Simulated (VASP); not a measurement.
# As (Pm-3m) in VASP: notebook

The runs below take As through single point, with r2SCAN.

Everything below comes from runs of VASP 6.6.1. Logs are shortened: lines on timing, memory, paths and dates and some standing lists are left out, and cuts for length are marked.

### Step 1. The cell of the first run

The structure is cubic, space group Pm-3m (No. 221). Conventional cell: a = 2.704 Å, b = 2.704 Å, c = 2.704 Å, α = 90.00°, β = 90.00°, γ = 90.00°. As (site symmetry m-3m) has 6 As at 2.70 Å within 3.6 Å.

### Step 2. Single point, r2SCAN

POSCAR

```
As
1.0
    2.7036817444      0.0000000000      0.0000000000
    0.0000000000      2.7036817444      0.0000000000
    0.0000000000      0.0000000000      2.7036817444
As
1
Direct
    0.5000000000      0.5000000000      0.5000000000
```

INCAR.step1

```
SYSTEM = As
  PREC = Accurate
  ENCUT = 520
  ISMEAR = 0
  SIGMA = 0.15
  LREAL = .FALSE.
  LASPH = .TRUE.
  NELM = 80
  NBANDS = 8
  GGA = PE
  ALGO = Normal
  EDIFF = 1E-4
  LWAVE = .TRUE.
  LCHARG = .FALSE.
```

INCAR.step2

```
SYSTEM = As
  PREC = Accurate
  ENCUT = 520
  EDIFF = 1E-6
  ISMEAR = 0
  SIGMA = 0.15
  LREAL = .FALSE.
  LASPH = .TRUE.
  NELM = 80
  ALGO = Normal
  ISIF = 2
  LWAVE = .FALSE.
  LCHARG = .FALSE.
  METAGGA = R2SCAN
  LMIXTAU = .TRUE.
  NBANDS = 8
  ISTART = 1
```

KPOINTS

```
regular mesh
0
G
  18 18 18
  0 0 0
```

Potentials or basis: VASP PAW PBE potentials, release 64 (As).

Started as:

```sh
$ cat potpaw_PBE.64/As/POTCAR > POTCAR
$ cp INCAR.step1 INCAR
$ mpirun -np 1 vasp_std > vasp.out
$ cp INCAR.step2 INCAR
$ mpirun -np 1 vasp_std > vasp.out
```

OUTCAR:

```text
SYSTEM = As
   PREC = Accurate
   ENCUT = 520
   EDIFF = 1E-6
   ISMEAR = 0
   LREAL = .FALSE.
   LASPH = .TRUE.
   NELM = 80
   ISIF = 2
   METAGGA = R2SCAN
   ISTART = 1

 ion  position               nearest neighbor table
   1  0.500  0.500  0.500-

  LATTYP: Found a simple cubic cell.
 ALAT       =     2.7036817444

  Lattice vectors:

 A1 = (   2.7036817444,   0.0000000000,   0.0000000000)
 A2 = (   0.0000000000,   2.7036817444,   0.0000000000)
 A3 = (   0.0000000000,   0.0000000000,   2.7036817444)

Analysis of symmetry for initial positions (statically):
=====================================================================
 Subroutine PRICEL returns:
 Original cell was already a primitive cell.

 Routine SETGRP: Setting up the symmetry group for a
 simple cubic supercell.

 Subroutine GETGRP returns: Found 48 space group operations
 (whereof 48 operations were pure point group operations)
 out of a pool of 48 trial point group operations.

The static configuration has the point symmetry O_h .

Analysis of symmetry for dynamics (positions and initial velocities):
=====================================================================
 Subroutine PRICEL returns:
 Original cell was already a primitive cell.

 Routine SETGRP: Setting up the symmetry group for a
 simple cubic supercell.

 Subroutine GETGRP returns: Found 48 space group operations
 (whereof 48 operations were pure point group operations)
 out of a pool of 48 trial point group operations.

The dynamic configuration has the point symmetry O_h .

 Subroutine INISYM returns: Found 48 space group operations
 (whereof 48 operations are pure point group operations),
 and found     1 'primitive' translations

----------------------------------------------------------------------------------------

                                     Primitive cell

  volume of cell :      19.7636

  direct lattice vectors                    reciprocal lattice vectors
     2.703681744  0.000000000  0.000000000     0.369866018  0.000000000  0.000000000
     0.000000000  2.703681744  0.000000000     0.000000000  0.369866018  0.000000000
     0.000000000  0.000000000  2.703681744     0.000000000  0.000000000  0.369866018

  length of vectors
     2.703681744  2.703681744  2.703681744     0.369866018  0.369866018  0.369866018

  position of ions in fractional coordinates (direct lattice)
     0.500000000  0.500000000  0.500000000
[... 71 lines left out ...]
   LNONCOLLINEAR =      F non collinear calculations
   LSORBIT =      F    spin-orbit coupling
   LASPH  =      T    aspherical Exc in radial PAW
   ENCUT  =  520.0 eV  38.22 Ry    6.18 a.u.   5.03  5.03  5.03*2*pi/ulx,y,z
   NELM   =     80;   NELMIN=  2; NELMDL=  0     # of ELM steps
   EDIFF  = 0.1E-05   stopping-criterion for ELM
   LREAL  =      F    real-space projection
   EDIFFG = 0.1E-04   stopping-criterion for IOM
   NSW    =      0    number of steps for IOM
   IBRION =     -1    ionic relax: 0-MD 1-quasi-New 2-CG
   NFREE  =      0    steps in history (QN), initial steepest desc. (CG)
   ISIF   =      2    stress and relaxation
   ISYM   =      2    0-nonsym 1-usesym 2-fastsym
   POTIM  = 0.5000    time-step for ionic-motion
   TEBEG  =    0.0;   TEEND  =   0.0 temperature during run
   PSTRESS=    0.0 pullay stress
   NELECT =       5.0000    total number of electrons
   NUPDOWN=      -1.0000    fix difference up-down
   EMIN   =  10.00;   EMAX   =-10.00  energy-range for DOS
   EFERMI =   0.00;   METHOD = LEGACY
   ISMEAR =     0;   SIGMA  =   0.15  broadening in eV -4-tet -1-fermi 0-gaus
   EFERMI_NEDOS =   21; number of points for ismear=-14 and -15
   IALGO  =     38    algorithm
   IMIX   =      4    mixing-type and parameters
     AMIX     =   0.40;   BMIX     =  1.00
     AMIX_MAG =   1.60;   BMIX_MAG =  1.00
  volume/ion in A,a.u.               =      19.76       133.37
  Fermi-wavevector in a.u.,A,eV,Ry     =   1.035403  1.956627 14.586243  1.072059
  Thomas-Fermi vector in A             =   2.169744
   LORBIT       =      0    0 simple, 1 ext, 2 COOP (PROOUT), +10 PAW based schemes
   METAGGA = R2SCAN    functional components
   LHFCALC =     F    Hartree Fock is set to
   AEXX    =    0.0000 exact exchange contribution
   IVDW    =     0    specifies the selected vdW correction
   LEPSILON=     F    determine dielectric tensor
   LRPA    =     F    only Hartree local field effects (RPA)
 non-spin polarized calculation
 Gauss-broadening in eV      SIGMA  =   0.15
  energy-cutoff  :      520.00
  volume of cell :       19.76
 maximum number of plane-waves:       554
   NGX = 11   NGY = 11   NGZ = 11

 number of electron       5.0000001 magnetization

 Free energy of the ion-electron system (eV)
  ---------------------------------------------------
  ext. energy  EPLUGINS =         0.00000000
  ---------------------------------------------------
  free energy    TOTEN  =       -14.55351825 eV

  energy without entropy =      -14.54861555  energy(sigma->0) =      -14.55106690

 E-fermi :   5.8650     XC(G=0): -10.9213

 val. band max:        5.8580298174   @ k =   0.2778   0.2222   0.2222
 cond. band min:       5.8661980344   @ k =   0.1667   0.0000   0.0000
 fundamental gap:      0.0081682169
 Fermi energy:         5.8650053485

 k-point     1 :       0.0000    0.0000    0.0000
  band No.  band energies     occupation
      1      -9.8949      2.00000
      2      10.1420      0.00000
      3      10.1420      0.00000
      4      10.1420      0.00000
      5      14.6954      0.00000
      6      14.6954      0.00000
      7      17.4064      0.00000
      8      31.7913      0.00000
[... 243 lines left out ...]
 k-point    24 :       0.3333    0.1111    0.0000
  band No.  band energies     occupation
      1      -7.6472      2.00000
      2       1.2277      2.00000
      3       9.4310      0.00000
      4      11.9747      0.00000
      5      17.4595      0.00000
      6      18.9428      0.00000
      7      21.4481      0.00000
      8      23.2949      0.00000

 [... further k-points ...]
[... 5 lines left out ...]
  --------------------------------------------------------------------------------------
  -------------------------------------------------------------------------------------
  Total        0.0454767      0.0454767      0.0454767     -0.0000000      0.0000000      0.0000000
  in kB        3.6866540      3.6866540      3.6866540     -0.0000000      0.0000000      0.0000000
  external PRESSURE =       3.6866540 kB  Pullay stress =       0.0000000 kB

 VOLUME and BASIS-vectors are now :
 -----------------------------------------------------------------------------
  energy-cutoff  :      520.00
  volume of cell :       19.76
      direct lattice vectors                 reciprocal lattice vectors
     2.703681744  0.000000000  0.000000000     0.369866018  0.000000000  0.000000000
     0.000000000  2.703681744  0.000000000     0.000000000  0.369866018  0.000000000
     0.000000000  0.000000000  2.703681744     0.000000000  0.000000000  0.369866018

 POSITION                                       TOTAL-FORCE (eV/Angst)
 -----------------------------------------------------------------------------------
      1.35184      1.35184      1.35184         0.000000      0.000000      0.000000
 -----------------------------------------------------------------------------------
    total drift:                                0.000000      0.000000      0.000000

  FREE ENERGIE OF THE ION-ELECTRON SYSTEM (eV)
  ---------------------------------------------------
  free  energy   TOTEN  =       -14.5535182522 eV

  energy  without entropy=      -14.5486155520  energy(sigma->0) =      -14.55106690
```

OSZICAR.step1:

```text
N       E                     dE             d eps       ncg     rms          rms(c)
DAV:   1     0.790260850636E+01    0.79026E+01   -0.20862E+03  3552   0.458E+02
DAV:   2    -0.441221970053E+01   -0.12315E+02   -0.11848E+02  4672   0.590E+01
DAV:   3    -0.455134766030E+01   -0.13913E+00   -0.13874E+00  4152   0.858E+00
DAV:   4    -0.455148531670E+01   -0.13766E-03   -0.13766E-03  5304   0.309E-01
DAV:   5    -0.455148538259E+01   -0.65885E-07   -0.66243E-07  4064   0.410E-03    0.212E+00
DAV:   6    -0.455377869165E+01   -0.22933E-02   -0.58151E-04  4448   0.195E-01    0.126E+00
DAV:   7    -0.455559062775E+01   -0.18119E-02   -0.16447E-03  3744   0.315E-01    0.819E-02
DAV:   8    -0.455564485480E+01   -0.54227E-04   -0.57652E-05  4456   0.566E-02
   1 F= -.45556449E+01 E0= -.45532292E+01  d E =-.483134E-02
```

Run time: 97 s. Hardware: 1 thread of AMD EPYC 9R45 (Zen 5), shared host; peak memory 0.12 GiB.

Results:

| Quantity | Value |
| --- | --- |
| Free energy | -14.5535 eV |
| Pressure | 0.4 GPa |

Levels at points of the mesh, in eV from the Fermi level:
```csv
k point,band 1,band 2,band 3,band 4,band 5,band 6,band 7
"(0.00, 0.00, 0.00)",-15.76,4.28,4.28,4.28,8.83,8.83,11.54
"(0.50, 0.00, 0.00)",-12.46,-7.32,6.70,6.70,11.52,15.03,15.37
"(0.50, 0.50, 0.00)",-8.96,-4.61,-4.61,2.83,9.01,17.20,18.13
"(0.50, 0.50, 0.50)",-5.01,-2.11,-2.11,-2.11,6.30,6.30,6.30
```

Caveat: the PAW data sets were made with another functional, which shifts forces and pressure a little.

### Step 3. Single point, r2SCAN

POSCAR is that of step 2.

INCAR.step1

```
SYSTEM = As
ALGO = Normal
EDIFF = 1E-4
ENCUT = 520
GGA = PE
ISMEAR = 0
LASPH = .True.
LCHARG = .False.
LREAL = .False.
LWAVE = .True.
NBANDS = 8
NELM = 80
PREC = Accurate
SIGMA = 0.15
```

INCAR.step2

```
SYSTEM = As
ALGO = Normal
EDIFF = 1E-6
ENCUT = 520
ISIF = 2
ISMEAR = 0
ISTART = 1
LASPH = .True.
LCHARG = .False.
LMIXTAU = .True.
LREAL = .False.
LWAVE = .False.
METAGGA = R2SCAN
NBANDS = 8
NELM = 80
PREC = Accurate
SIGMA = 0.15
```

KPOINTS

```
k-points
0
Gamma
  20 20 20
  0 0 0
```

Potentials or basis: VASP PAW PBE potentials, release 64 (As).

Started as:

```sh
$ cat potpaw_PBE.64/As/POTCAR > POTCAR
$ cp INCAR.step1 INCAR
$ mpirun -np 1 vasp_std > vasp.out
$ cp INCAR.step2 INCAR
$ mpirun -np 1 vasp_std > vasp.out
```

Wall time 1.7 min (1 thread of AMD EPYC 9R45 (Zen 5), shared host); peak memory 0.12 GiB.

It converged, with:

| Quantity | Value |
| --- | --- |
| Free energy | -14.5558 eV |
| Pressure | 0.2 GPa |

Levels at points of the mesh, in eV from the Fermi level:
| k point | band 1 | band 2 | band 3 | band 4 | band 5 | band 6 | band 7 | band 8 |
| --- | --- | --- | --- | --- | --- | --- | --- | --- |
| (0.00, 0.00, 0.00) | -15.78 | 4.26 | 4.26 | 4.26 | 8.81 | 8.81 | 11.52 | 25.90 |
| (0.50, 0.00, 0.00) | -12.48 | -7.34 | 6.68 | 6.68 | 11.50 | 15.01 | 15.35 | 15.35 |
| (0.50, 0.50, 0.00) | -8.98 | -4.63 | -4.63 | 2.80 | 8.99 | 17.18 | 18.11 | 18.11 |
| (0.50, 0.50, 0.50) | -5.03 | -2.13 | -2.13 | -2.13 | 6.28 | 6.28 | 6.28 | 10.28 |

Caveat: the PAW data sets were made with another functional, which shifts forces and pressure a little.
